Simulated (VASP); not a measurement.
A run of VASP 6.6.1 is set up as follows.

The input INCAR:

```
PREC = Accurate ; ENCUT = 520
EDIFF = 1E-6 ; ISMEAR = 0
SIGMA = 0.1 ; LREAL = False
LASPH = True ; NELM = 100
ALGO = Normal ; ISIF = 2
LWAVE = False ; LCHARG = True
GGA = PE ; LELF = True
LVHAR = True ; NBANDS = 19
```

Contents of KPOINTS:

```
regular mesh
0
Gamma
  6 6 2
```

File POSCAR:

```
Al3B2As
1.0
    3.1025026300      0.0000000000      0.0000000000
    0.0000000000      3.1025026300      0.0000000000
    0.0000000000      0.0000000000     10.8304275200
Al B As
3 2 1
Direct
    0.0000000000      0.0000000000      0.6514509300
    0.0000000000      0.0000000000      0.3293667700
    0.5000000000      0.5000000000      0.8522117700
    0.0000000000      0.0000000000      0.0241090300
    0.5000000000      0.5000000000      0.4912769800
    0.5000000000      0.5000000000      0.1515834800
```

Potentials or basis: VASP PAW PBE potentials, release 64 (Al, B, As).

Launch:

```console
$ cat potpaw_PBE.64/Al/POTCAR potpaw_PBE.64/B/POTCAR potpaw_PBE.64/As/POTCAR > POTCAR
$ mpirun -np 1 vasp_std > vasp.out
```

Problem. Estimate the largest force.

Solution. 1.340 eV/Å.

Problem. Predict the pressure.

Solution. -14.9 GPa.

Problem. What does it give for the band gap on the k mesh?

Solution. Zero (bands 10 and 11 overlap by 3.73 eV).

Forces in eV/Å, atoms in the order of the input:
```
Al   0.000  0.000 -0.821
Al   0.000  0.000  1.340
Al   0.000  0.000  0.593
B    0.000  0.000 -0.267
B    0.000  0.000  0.015
As   0.000  0.000 -0.860
```

Caveat: the cell stands under tension; forces of over 1 eV/Å act on the atoms, so gaps and moduli don't describe the material at rest.
